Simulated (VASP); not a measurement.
**C: relaxation of cell and atoms with r2SCAN**

C:

```
C
1.0
     2.45588    0.00000    0.00000
    -1.22794    2.12686    0.00000
     0.00000    0.00000    7.05227
C
4
Direct
  0.00000 0.00000 0.75000
  0.00000 0.00000 0.25000
  0.33333 0.66667 0.75000
  0.66667 0.33333 0.25000
```

```yaml
Program: VASP 6.6.1
Task: relaxation of cell and atoms
Functional: r2SCAN
Potentials_or_basis: VASP PAW PBE potentials, release 64 (C)
Cutoff: 600 eV
k_mesh: 21 × 21 × 6
Occupations: fermi-dirac, width 0.15 eV
Spin: no spin polarisation
Dipole_correction: no
Further_INCAR_settings: ALGO = Normal; EDIFF = 1e-06; IBRION = 2; EDIFFG = -0.001; NSW = 80; ISIF = 3
```

* Relaxed volume: 9.06 Å³/atom
* Relaxed cell: a = 2.457 Å, b = 2.457 Å, c = 6.931 Å, α = 90.00°, β = 90.00°, γ = 120.00°
* Space group after relaxing (to 0.05 Å): P6_3/mmc (No. 194)
* Energy gained by relaxing: 0.2 meV/atom
* Ionic steps: 20
* Pressure after relaxing: 0.0 GPa
* Band gap on the k mesh: zero (band 8 reaches 4.40 eV, above the bottom of band 9 at 4.38 eV)

The path:
```tsv
step	energy change (eV)	largest force (eV/Å)	pressure (GPa)	volume (Å³)
1	0.0000	0.0000	0.18	36.84
2	0.0001	0.0000	-0.88	36.89
3	-0.0001	0.0000	-0.24	36.86
4	-0.0002	0.0000	-0.22	36.81
5	-0.0005	0.0000	-0.14	36.67
6	-0.0008	0.0000	0.00	36.38
7	-0.0005	0.0000	0.32	35.81
8	-0.0009	0.0000	0.08	36.24
9	-0.0006	0.0000	-0.74	36.25
10	-0.0009	0.0000	-0.01	36.24
11	-0.0009	0.0000	-0.02	36.24
12	-0.0009	0.0000	-0.02	36.24
13	-0.0009	0.0000	-0.02	36.23
14	-0.0009	0.0000	-0.01	36.23
15	-0.0009	0.0000	-0.02	36.24
16	-0.0009	0.0000	-0.04	36.23
17	-0.0009	0.0000	-0.04	36.23
18	-0.0009	0.0000	-0.03	36.23
19	-0.0009	0.0000	0.10	36.21
20	-0.0009	0.0000	0.00	36.23
```

Final structure:
```
C
1.0
     2.45670    0.00000    0.00000
    -1.22835    2.12756    0.00000
     0.00000    0.00000    6.93119
C
4
Cartesian
  0.0000 0.0000 5.1984
  0.0000 0.0000 1.7328
  0.0000 1.4184 5.1984
  1.2284 0.7092 1.7328
```

Levels at points of the mesh, in eV from the Fermi level:
```csv
k point,band 6,band 7,band 8,band 9,band 10,band 11
"(0.00, 0.00, 0.00)",-3.22,-3.20,-3.20,4.15,8.71,8.71
"(0.00, 0.00, 0.50)",-3.21,-3.21,-3.21,6.67,6.67,8.73
```

Run time: 23 min on 1 thread of Intel(R) Xeon(R) 6975P-C (Granite Rapids) (shared host), peak memory 0.22 GiB.

Caveat: the PAW data sets were made with another functional, which shifts forces and pressure a little.
